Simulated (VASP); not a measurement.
# Gd (P6_3/mmc) in VASP: relaxation of shape and atoms at fixed volume with PBE+U

Aim: the relaxation of shape and atoms at fixed volume of Gd with PBE+U.

Program: VASP 6.6.1. These are calculated values, not measurements. Logs are shortened: lines on timing, memory, paths and dates and some standing lists are left out, and cuts for length are marked.

### 1 The cell of the first run

The structure is hexagonal, space group P6_3/mmc (No. 194). The conventional cell has a = 3.678 Å, b = 3.678 Å, c = 5.886 Å, α = 90.00°, β = 90.00°, γ = 120.00°. Within 4.8 Å of Gd (site symmetry -6m2) lie 12 Gd at 3.63 to 3.68 Å.

### 2 Relaxation of shape and atoms at fixed volume, PBE+U, collinear spin, ferromagnetic start (volume scaled by 1.020)

File INCAR:

```
PREC = Accurate
ENCUT = 600
EDIFF = 1E-7
ISMEAR = 0
SIGMA = 0.05
LREAL = False
LASPH = True
NELM = 200
ALGO = Normal
ISIF = 4
LWAVE = False
LCHARG = False
ISPIN = 2
MAGMOM = 8.25 8.25
LORBIT = 11
LMAXMIX = 6
LDAU = True
LDAUTYPE = 2
LDAUL = 3
LDAUU = 6
LDAUJ = 0
LDAUPRINT = 1
GGA = PE
IBRION = 2
NSW = 60
EDIFFG = -0.01
GGA_COMPAT = False
NELMIN = 4
KPAR = 4
```

File KPOINTS:

```
regular mesh
0
Gamma
  14 14 8
```

File POSCAR:

```
Gd
1.0
    3.6775710859      0.0000000000      0.0000000000
   -1.8387855430      3.1848699846      0.0000000000
    0.0000000000      0.0000000000      5.8863284998
Gd
2
Direct
    0.3333333333      0.6666666667      0.2500000000
    0.6666666667      0.3333333333      0.7500000000
```

Potentials or basis: VASP PAW PBE potentials, release 64 (Gd).

Launch:

```sh
> cat potpaw_PBE.64/Gd/POTCAR > POTCAR
> mpirun -np 4 vasp_std > vasp.out
```

OUTCAR:

```text
PREC = Accurate
   ENCUT = 600
   EDIFF = 1E-7
   ISMEAR = 0
   LREAL = False
   LASPH = True
   NELM = 200
   ISIF = 4
   ISPIN = 2
   LORBIT = 11
   GGA = PE
   IBRION = 2
   NSW = 60
   EDIFFG = -0.01
   NELMIN = 4

 ion  position               nearest neighbor table
   1  0.333  0.667  0.250-
   2  0.667  0.333  0.750-

  LATTYP: Found a hexagonal cell.
 ALAT       =     3.6775710859
 C/A-ratio  =     1.6006022351

  Lattice vectors:

 A1 = (   3.6775710859,   0.0000000000,   0.0000000000)
 A2 = (  -1.8387855430,   3.1848699846,   0.0000000000)
 A3 = (   0.0000000000,   0.0000000000,   5.8863284998)

Analysis of symmetry for initial positions (statically):
=====================================================================
 Subroutine PRICEL returns:
 Original cell was already a primitive cell.

 Routine SETGRP: Setting up the symmetry group for a
 hexagonal supercell.

 Subroutine GETGRP returns: Found 24 space group operations
 (whereof 12 operations were pure point group operations)
 out of a pool of 24 trial point group operations.

The static configuration has the point symmetry D_3d.
 The point group associated with its full space group is D_6h.

Analysis of symmetry for dynamics (positions and initial velocities):
=====================================================================
 Subroutine PRICEL returns:
 Original cell was already a primitive cell.

 Routine SETGRP: Setting up the symmetry group for a
 hexagonal supercell.

 Subroutine GETGRP returns: Found 24 space group operations
 (whereof 12 operations were pure point group operations)
 out of a pool of 24 trial point group operations.

The dynamic configuration has the point symmetry D_3d.
 The point group associated with its full space group is D_6h.

Analysis of structural, dynamic, and magnetic symmetry:
=====================================================================
 Subroutine PRICEL returns:
 Original cell was already a primitive cell.

 Routine SETGRP: Setting up the symmetry group for a
 hexagonal supercell.

 Subroutine GETGRP returns: Found 24 space group operations
 (whereof 12 operations were pure point group operations)
 out of a pool of 24 trial point group operations.

The overall configuration has the point symmetry D_3d.
 The point group associated with its full space group is D_6h.

 Subroutine INISYM returns: Found 24 space group operations
 (whereof 12 operations are pure point group operations),
 and found     1 'primitive' translations

----------------------------------------------------------------------------------------

                                     Primitive cell
[... 163 lines left out ...]
  o =  0.0005  v =  0.0000  0.0000  0.0000  0.0000  0.0000  0.0000  0.0000 -0.0000  0.0000  0.7865 -0.0000  0.6176  0.0000 -0.0000      0.0000  0.0000  0.0000  0.0000  0.0000  0.0000  0.0000  0.0000  0.0000  0.0000  0.0000  0.0000  0.0000  0.0000
  o =  0.0005  v =  0.0000  0.0000  0.0000  0.0000  0.0000  0.0000  0.0000 -0.0000  0.0000 -0.6176  0.0000  0.7865 -0.0000  0.0000      0.0000  0.0000  0.0000  0.0000  0.0000  0.0000  0.0000  0.0000  0.0000  0.0000  0.0000  0.0000  0.0000  0.0000
  o =  0.0005  v =  0.0000  0.0000  0.0000  0.0000  0.0000  0.0000  0.0000  1.0000  0.0000 -0.0000 -0.0000  0.0000 -0.0000 -0.0000      0.0000  0.0000  0.0000  0.0000  0.0000  0.0000  0.0000  0.0000  0.0000  0.0000  0.0000  0.0000  0.0000  0.0000
  o =  0.0009  v =  0.0000  0.0000  0.0000  0.0000  0.0000  0.0000  0.0000  0.0000  0.0008 -0.0000 -0.0000  0.0000  1.0000 -0.0000      0.0000  0.0000  0.0000  0.0000  0.0000  0.0000  0.0000  0.0000  0.0000  0.0000  0.0000  0.0000  0.0000  0.0000
  o =  0.0009  v =  0.0000  0.0000  0.0000  0.0000  0.0000  0.0000  0.0000 -0.0000  1.0000  0.0000  0.0000 -0.0000 -0.0008  0.0000      0.0000  0.0000  0.0000  0.0000  0.0000  0.0000  0.0000  0.0000  0.0000  0.0000  0.0000  0.0000  0.0000  0.0000
  o =  0.9898  v = -0.0000  0.0000 -0.0000 -0.0000 -0.0000  0.0000 -1.0000  0.0000  0.0000  0.0000  0.0000  0.0000  0.0000  0.0000      0.0000  0.0000  0.0000  0.0000  0.0000  0.0000  0.0000  0.0000  0.0000  0.0000  0.0000  0.0000  0.0000  0.0000
  o =  0.9899  v = -0.0000  0.0000  0.7884  0.0000  0.6152 -0.0000 -0.0000  0.0000  0.0000  0.0000  0.0000  0.0000  0.0000  0.0000      0.0000  0.0000  0.0000  0.0000  0.0000  0.0000  0.0000  0.0000  0.0000  0.0000  0.0000  0.0000  0.0000  0.0000
  o =  0.9899  v = -0.0000  0.0000 -0.6152 -0.0000  0.7884  0.0000  0.0000  0.0000  0.0000  0.0000  0.0000  0.0000  0.0000  0.0000      0.0000  0.0000  0.0000  0.0000  0.0000  0.0000  0.0000  0.0000  0.0000  0.0000  0.0000  0.0000  0.0000  0.0000
  o =  0.9902  v = -0.0000  0.9998  0.0000 -0.0000 -0.0000 -0.0194  0.0000  0.0000  0.0000  0.0000  0.0000  0.0000  0.0000  0.0000      0.0000  0.0000  0.0000  0.0000  0.0000  0.0000  0.0000  0.0000  0.0000  0.0000  0.0000  0.0000  0.0000  0.0000
  o =  0.9902  v =  0.0000  0.0194  0.0000  0.0000 -0.0000  0.9998  0.0000  0.0000  0.0000  0.0000  0.0000  0.0000  0.0000  0.0000      0.0000  0.0000  0.0000  0.0000  0.0000  0.0000  0.0000  0.0000  0.0000  0.0000  0.0000  0.0000  0.0000  0.0000
  o =  0.9907  v =  0.0000 -0.0000  0.0000 -1.0000  0.0000  0.0000  0.0000  0.0000  0.0000  0.0000  0.0000  0.0000  0.0000  0.0000      0.0000  0.0000  0.0000  0.0000  0.0000  0.0000  0.0000  0.0000  0.0000  0.0000  0.0000  0.0000  0.0000  0.0000
  o =  0.9908  v =  1.0000  0.0000 -0.0000  0.0000  0.0000 -0.0000 -0.0000  0.0000  0.0000  0.0000  0.0000  0.0000  0.0000  0.0000      0.0000  0.0000  0.0000  0.0000  0.0000  0.0000  0.0000  0.0000  0.0000  0.0000  0.0000  0.0000  0.0000  0.0000

atom =   2  type =  1  l = 3

 onsite density matrix

spin component  1

  0.9908  0.0000 -0.0000  0.0000  0.0000 -0.0000 -0.0000
  0.0000  0.9902  0.0000  0.0000 -0.0000 -0.0000  0.0000
 -0.0000  0.0000  0.9899 -0.0000 -0.0000 -0.0000 -0.0000
  0.0000  0.0000 -0.0000  0.9907  0.0000 -0.0000  0.0000
  0.0000 -0.0000 -0.0000  0.0000  0.9899 -0.0000 -0.0000
 -0.0000 -0.0000 -0.0000 -0.0000 -0.0000  0.9902  0.0000
 -0.0000  0.0000 -0.0000  0.0000 -0.0000  0.0000  0.9898

spin component  2

  0.0005 -0.0000 -0.0000 -0.0000  0.0000 -0.0000 -0.0000
 -0.0000  0.0009 -0.0000  0.0000 -0.0000 -0.0000 -0.0000
 -0.0000 -0.0000  0.0005  0.0000 -0.0000 -0.0000 -0.0000
 -0.0000  0.0000  0.0000  0.0003 -0.0000 -0.0000  0.0000
  0.0000 -0.0000 -0.0000 -0.0000  0.0005 -0.0000 -0.0000
 -0.0000 -0.0000 -0.0000 -0.0000 -0.0000  0.0009  0.0000
 -0.0000 -0.0000 -0.0000  0.0000 -0.0000  0.0000  0.0004

 occupancies and eigenvectors

  o =  0.0003  v =  0.0000  0.0000  0.0000  0.0000  0.0000  0.0000  0.0000 -0.0000  0.0000  0.0000 -1.0000  0.0000 -0.0000  0.0000      0.0000  0.0000  0.0000  0.0000  0.0000  0.0000  0.0000  0.0000  0.0000  0.0000  0.0000  0.0000  0.0000  0.0000
  o =  0.0004  v =  0.0000  0.0000  0.0000  0.0000  0.0000  0.0000  0.0000 -0.0000 -0.0000 -0.0000 -0.0000 -0.0000  0.0000 -1.0000      0.0000  0.0000  0.0000  0.0000  0.0000  0.0000  0.0000  0.0000  0.0000  0.0000  0.0000  0.0000  0.0000  0.0000
  o =  0.0005  v =  0.0000  0.0000  0.0000  0.0000  0.0000  0.0000  0.0000  0.0000  0.0000 -0.7764 -0.0000 -0.6303  0.0000  0.0000      0.0000  0.0000  0.0000  0.0000  0.0000  0.0000  0.0000  0.0000  0.0000  0.0000  0.0000  0.0000  0.0000  0.0000
  o =  0.0005  v =  0.0000  0.0000  0.0000  0.0000  0.0000  0.0000  0.0000 -0.0000  0.0000 -0.6303 -0.0000  0.7764  0.0000  0.0000      0.0000  0.0000  0.0000  0.0000  0.0000  0.0000  0.0000  0.0000  0.0000  0.0000  0.0000  0.0000  0.0000  0.0000
  o =  0.0005  v =  0.0000  0.0000  0.0000  0.0000  0.0000  0.0000  0.0000  1.0000  0.0000 -0.0000 -0.0000  0.0000  0.0000 -0.0000      0.0000  0.0000  0.0000  0.0000  0.0000  0.0000  0.0000  0.0000  0.0000  0.0000  0.0000  0.0000  0.0000  0.0000
  o =  0.0009  v =  0.0000  0.0000  0.0000  0.0000  0.0000  0.0000  0.0000  0.0000 -0.0018 -0.0000  0.0000 -0.0000 -1.0000  0.0000      0.0000  0.0000  0.0000  0.0000  0.0000  0.0000  0.0000  0.0000  0.0000  0.0000  0.0000  0.0000  0.0000  0.0000
  o =  0.0009  v =  0.0000  0.0000  0.0000  0.0000  0.0000  0.0000  0.0000  0.0000 -1.0000 -0.0000 -0.0000  0.0000  0.0018  0.0000      0.0000  0.0000  0.0000  0.0000  0.0000  0.0000  0.0000  0.0000  0.0000  0.0000  0.0000  0.0000  0.0000  0.0000
  o =  0.9898  v = -0.0000  0.0000 -0.0000 -0.0000 -0.0000  0.0000 -1.0000  0.0000  0.0000  0.0000  0.0000  0.0000  0.0000  0.0000      0.0000  0.0000  0.0000  0.0000  0.0000  0.0000  0.0000  0.0000  0.0000  0.0000  0.0000  0.0000  0.0000  0.0000
  o =  0.9899  v = -0.0000 -0.0000  0.7884  0.0000  0.6152 -0.0000 -0.0000  0.0000  0.0000  0.0000  0.0000  0.0000  0.0000  0.0000      0.0000  0.0000  0.0000  0.0000  0.0000  0.0000  0.0000  0.0000  0.0000  0.0000  0.0000  0.0000  0.0000  0.0000
  o =  0.9899  v = -0.0000 -0.0000 -0.6152 -0.0000  0.7884  0.0000  0.0000  0.0000  0.0000  0.0000  0.0000  0.0000  0.0000  0.0000      0.0000  0.0000  0.0000  0.0000  0.0000  0.0000  0.0000  0.0000  0.0000  0.0000  0.0000  0.0000  0.0000  0.0000
  o =  0.9902  v =  0.0000  0.1169 -0.0000  0.0000  0.0000  0.9931  0.0000  0.0000  0.0000  0.0000  0.0000  0.0000  0.0000  0.0000      0.0000  0.0000  0.0000  0.0000  0.0000  0.0000  0.0000  0.0000  0.0000  0.0000  0.0000  0.0000  0.0000  0.0000
  o =  0.9902  v = -0.0000  0.9931 -0.0000 -0.0000  0.0000 -0.1169  0.0000  0.0000  0.0000  0.0000  0.0000  0.0000  0.0000  0.0000      0.0000  0.0000  0.0000  0.0000  0.0000  0.0000  0.0000  0.0000  0.0000  0.0000  0.0000  0.0000  0.0000  0.0000
  o =  0.9907  v =  0.0000 -0.0000  0.0000 -1.0000  0.0000  0.0000  0.0000  0.0000  0.0000  0.0000  0.0000  0.0000  0.0000  0.0000      0.0000  0.0000  0.0000  0.0000  0.0000  0.0000  0.0000  0.0000  0.0000  0.0000  0.0000  0.0000  0.0000  0.0000
  o =  0.9908  v = -1.0000 -0.0000  0.0000 -0.0000 -0.0000  0.0000  0.0000  0.0000  0.0000  0.0000  0.0000  0.0000  0.0000  0.0000      0.0000  0.0000  0.0000  0.0000  0.0000  0.0000  0.0000  0.0000  0.0000  0.0000  0.0000  0.0000  0.0000  0.0000

 number of electron      35.9999997 magnetization      15.6024821

 Free energy of the ion-electron system (eV)
  ---------------------------------------------------
  ext. energy  EPLUGINS =         0.00000000
  ---------------------------------------------------
  free energy    TOTEN  =       -22.84762917 eV

  energy without entropy =      -22.84555769  energy(sigma->0) =      -22.84659343

 E-fermi :   2.8731     XC(G=0):  -9.7992

 val. band max:        2.8674948117   @ k =   0.2857   0.2143   0.1250
 cond. band min:       2.8744847496   @ k =   0.3571   0.2857   0.0000
 fundamental gap:      0.0069899379
 Fermi energy:         2.8731326700

 spin component 1

 k-point     1 :       0.0000    0.0000    0.0000
  band No.  band energies     occupation
      1     -42.7722      1.00000
      2     -42.7168      1.00000
      3     -20.4155      1.00000
      4     -19.8867      1.00000
      5     -19.8867      1.00000
      6     -19.7971      1.00000
[... 1577 lines left out ...]
     29       6.4218      0.00000
     30       8.3951      0.00000

 [... further k-points ...]
[... 5 lines left out ...]
  --------------------------------------------------------------------------------------
  -------------------------------------------------------------------------------------
  Total       -0.2469439     -0.2469439     -0.2193078      0.0000000      0.0000000      0.0000000
  in kB       -5.7386751     -5.7386751     -5.0964458      0.0000000      0.0000000      0.0000000
  external PRESSURE =      -5.5245987 kB  Pullay stress =       0.0000000 kB

 VOLUME and BASIS-vectors are now :
 -----------------------------------------------------------------------------
  energy-cutoff  :      600.00
  volume of cell :       68.94
      direct lattice vectors                 reciprocal lattice vectors
     3.677571086  0.000000000  0.000000000     0.271918605  0.156992280  0.000000000
    -1.838785543  3.184869985  0.000000000     0.000000000  0.313984560  0.000000000
     0.000000000  0.000000000  5.886328500     0.000000000  0.000000000  0.169885184

 POSITION                                       TOTAL-FORCE (eV/Angst)
 -----------------------------------------------------------------------------------
     -0.00000      2.12325      1.47158         0.000000     -0.000000      0.000000
      1.83879      1.06162      4.41475        -0.000000      0.000000      0.000000
 -----------------------------------------------------------------------------------
    total drift:                               -0.000000      0.000000     -0.000000

  FREE ENERGIE OF THE ION-ELECTRON SYSTEM (eV)
  ---------------------------------------------------
  free  energy   TOTEN  =       -22.8476291653 eV

  energy  without entropy=      -22.8455576939  energy(sigma->0) =      -22.84659343

 reached required accuracy - stopping structural energy minimisation

 total charge

# of ion       s       p       d       f       tot
--------------------------------------------------
    1        2.073   5.575   0.578   6.930  15.156
    2        2.073   5.575   0.578   6.930  15.156
--------------------------------------------------
tot          4.145  11.149   1.157  13.860  30.311

 magnetization (x)

# of ion       s       p       d       f       tot
--------------------------------------------------
    1        0.003  -0.056   0.242   6.922   7.111
    2        0.003  -0.056   0.242   6.922   7.111
--------------------------------------------------
tot          0.006  -0.111   0.484  13.844  14.223
```

It took 2.7 min on 4 MPI ranks of AMD EPYC 9R45 (Zen 5), shared host; peak memory 0.55 GiB.

Results:

```yaml
Free_energy: -22.8476 eV
Pressure_after_relaxing: -0.6 GPa
Net_moment: 15.60 μB per cell
Site_moments: Gd +7.11 μB
Valence_electrons_inside_the_program's_atomic_spheres: Gd 15.16
```

Final structure:
```xyz
2
Lattice="3.6776 0.0000 0.0000 -1.8388 3.1849 0.0000 0.0000 0.0000 5.8863" Properties=species:S:1:pos:R:3 pbc="T T T"
Gd    0.0000    2.1232    1.4716
Gd    1.8388    1.0616    4.4147
```

Eigenvalues of the final occupation matrices:
```csv
site,spin,trace,eigenvalues
site 1 f,1,6.93,0.99 0.99 0.99 0.99 0.99 0.99 0.99
site 1 f,2,0.00,0.00 0.00 0.00 0.00 0.00 0.00 0.00
site 2 f,1,6.93,0.99 0.99 0.99 0.99 0.99 0.99 0.99
site 2 f,2,0.00,0.00 0.00 0.00 0.00 0.00 0.00 0.00
```

Caveat: the relaxation stopped at its first step, so nothing moved; spin-orbit coupling is left out, which moves the levels of the heavy elements.
